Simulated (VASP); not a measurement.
Write the native input for VASP 6.6.1 that does the following.

```yaml
Task: single point
Functional: PBE
Potentials_or_basis: VASP PAW PBE potentials, release 64 (Ni, Te, O)
Cutoff: 520 eV
k_mesh: 12 × 12 × 12
Occupations: gaussian, width 0.1 eV
Spin: no spin polarisation
Dipole_correction: no
Further_INCAR_settings: ALGO = Normal; EDIFF = 1e-07; NBANDS = 27
```

The structure of Ni2TeO2 lies in POSCAR:

```
Ni2TeO2
1.0
   -1.7427659497      1.7866980658      5.5518701842
    1.7427659497     -1.7866980658      5.5518701842
    1.7427659497      1.7866980658     -5.5518701842
Ni Te O
2 1 2
Direct
    0.8271949331      0.3271949331      0.5000000000
    0.1728050669      0.6728050669      0.5000000000
    0.0000000000      0.0000000000      0.0000000000
    0.2893191548      0.2893191548      0.0000000000
    0.7106808452      0.7106808452      0.0000000000
```

The input as run:

INCAR

```
PREC     = Accurate       # precision mode
ENCUT    = 520            # plane-wave cutoff, eV
EDIFF    = 1E-7           # SCF threshold, eV
ISMEAR   = 0              # smearing method
SIGMA    = 0.1            # smearing width, eV
LREAL    = False          # projectors in reciprocal space
LASPH    = True           # aspherical terms in the spheres
NELM     = 80             # most SCF steps
ALGO     = Normal         # electronic algorithm
ISIF     = 2              # what is computed and relaxed
LWAVE    = False          # write WAVECAR
LCHARG   = True           # write CHGCAR
GGA      = PE             # functional
LELF     = True           # ELF
LVHAR    = True         
NBANDS   = 27             # bands
```

KPOINTS

```
Automatic mesh
0
Gamma
  12 12 12
```

Potentials or basis: VASP PAW PBE potentials, release 64 (Ni, Te, O).

Launch:

```sh
$ cat potpaw_PBE.64/Ni/POTCAR potpaw_PBE.64/Te/POTCAR potpaw_PBE.64/O/POTCAR > POTCAR
$ mpirun -np 1 vasp_std > vasp.out
```

Results of the run:

- Pressure: 0.2 GPa
- Largest force: 0.005 eV/Å
- Band gap on the k mesh: zero (bands 19 and 20 overlap by 0.52 eV)

Caveat: spin-orbit coupling is left out, which moves the levels of the heavy elements; the run has no spin polarisation, though such a crystal can be magnetic; semilocal functionals often make such compounds metallic where correlation or magnetic order opens a gap, which also shifts bond lengths.

Wall time 39 min on 1 thread of Intel Xeon 8259CL, with other jobs on the host, peak memory 0.71 GiB.
